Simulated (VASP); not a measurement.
Set up this calculation in VASP 6.6.1, as the native input.

* Task: relaxation of cell and atoms
* Functional: PBEsol
* Potentials or basis: VASP PAW PBE potentials, release 64 (Nb_sv)
* Cutoff: 600 eV
* k mesh: 17 × 17 × 17
* Occupations: fermi-dirac, width 0.05 eV
* Spin: no spin polarisation
* Target pressure: 51 GPa
* Dipole correction: no
* Further INCAR settings: ALGO = Normal; EDIFF = 1e-07; IBRION = 2; EDIFFG = -0.005; NSW = 32; ISIF = 3

The structure of Nb lies in POSCAR:

```
Nb
1.0
    0.0000000000      1.9469039602      1.9469039602
    1.9469039602      0.0000000000      1.9469039602
    1.9469039602      1.9469039602      0.0000000000
Nb
1
Direct
    0.0000000000      0.0000000000      0.0000000000
```

The input as run:

INCAR

```
PREC     = Accurate       # precision mode
ENCUT    = 600            # plane-wave cutoff, eV
EDIFF    = 1E-7           # SCF threshold, eV
ISMEAR   = -1             # smearing method
SIGMA    = 0.05           # smearing width, eV
LREAL    = F              # projectors in reciprocal space
LASPH    = T              # aspherical terms in the spheres
NELM     = 100            # most SCF steps
ALGO     = Normal         # electronic algorithm
ISIF     = 3              # what is computed and relaxed
LWAVE    = F              # write WAVECAR
LCHARG   = F              # write CHGCAR
GGA      = PS             # functional
IBRION   = 2              # ionic algorithm
NSW      = 32             # ionic steps
EDIFFG   = -0.005         # ionic threshold
PSTRESS  = 510.0
```

KPOINTS

```
regular mesh
0
Gamma
  17 17 17
```

Potentials or basis: VASP PAW PBE potentials, release 64 (Nb_sv).

Launch:

```bash
$ cat potpaw_PBE.64/Nb_sv/POTCAR > POTCAR
$ mpirun -np 1 vasp_std > vasp.out
```

Results of the run:

| Item | Value |
| --- | --- |
| Relaxed volume | 14.75 Å³/atom |
| Relaxed cell | a = 2.753 Å, b = 2.753 Å, c = 2.753 Å, α = 60.00°, β = 60.00°, γ = 60.00° |
| Space group after relaxing (to 0.05 Å) | Fm-3m (No. 225) |
| Energy change on relaxing (the enthalpy is what falls) | +2.9 meV/atom |
| Ionic steps | 3 |
| Pressure after relaxing | 51.0 GPa |

Caveat: the cell is relaxed towards a set pressure, so the enthalpy falls and the energy may rise; the PAW data sets were made with another functional, which shifts forces and pressure a little.

Run time: 59 s on 1 thread of Intel(R) Xeon(R) Platinum 8488C (Sapphire Rapids), on a shared host, peak memory 0.17 GiB.
